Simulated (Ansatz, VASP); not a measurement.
# GaP in VASP and in Ansatz

INCAR

```
SYSTEM = GaP
PREC = Accurate
ENCUT = 520
EDIFF = 1E-6
ISMEAR = 0
SIGMA = 0.05
LREAL = .False.
LASPH = .True.
NELM = 80
ALGO = Normal
ISIF = 2
LWAVE = .False.
LCHARG = .False.
GGA = PE
NBANDS = 16
```

The input KPOINTS:

```
Automatic mesh
0
Gamma
  10 10 10
  0 0 0
```

File POSCAR:

```
GaP
1.0
    0.0000000000      2.3807251615      3.5710877423
    2.3807251615      0.0000000000      3.5710877423
    2.3807251615      2.3807251615      0.0000000000
Ga P
1 1
Direct
    0.0000000000      0.0000000000      0.0000000000
    0.7500000000      0.7500000000      0.7500000000
```

Input for Ansatz:

```yaml
crystal:
  lattice:
    - [0.0, 2.3807251615, 3.5710877423]
    - [2.3807251615, 0.0, 3.5710877423]
    - [2.3807251615, 2.3807251615, 0.0]
  atoms:
    - { symbol: Ga, position: [0.0, 0.0, 0.0] }
    - { symbol: P, position: [0.75, 0.75, 0.75] }
basis:
  ecutwfc: 420
kpoints:
  mp_grid: { grid: [10, 10, 10] }
hamiltonian:
  xc: pbe
scf:
  occupations: { method: gaussian, width: 0.05 }
output:
  forces: true
  stress: true
  eigenvalues: true
```

Alike in both runs: task single point; functional PBE; k mesh 10 × 10 × 10; occupations gaussian, width 0.05 eV; no spin polarisation.

```csv
,VASP,Ansatz
version,VASP 6.6.1,Ansatz 0.2.0
potentials or method,"VASP PAW PBE potentials, release 64 (Ga_d, P), cutoff 520 eV","scalar-relativistic, plane waves, PAW"
valence electrons in the cell,18,18
```

```tsv
	VASP	Ansatz	Ansatz less VASP
gap on the k mesh at the Fermi level (eV)	none	none	-
pressure (GPa)	1.1	1.1	+0.01
traceless stress, the component that is largest in VASP (GPa)	-17.95	-17.99	-0.037
```

A gap of «none» marks a metal or a gap that the smearing closes.
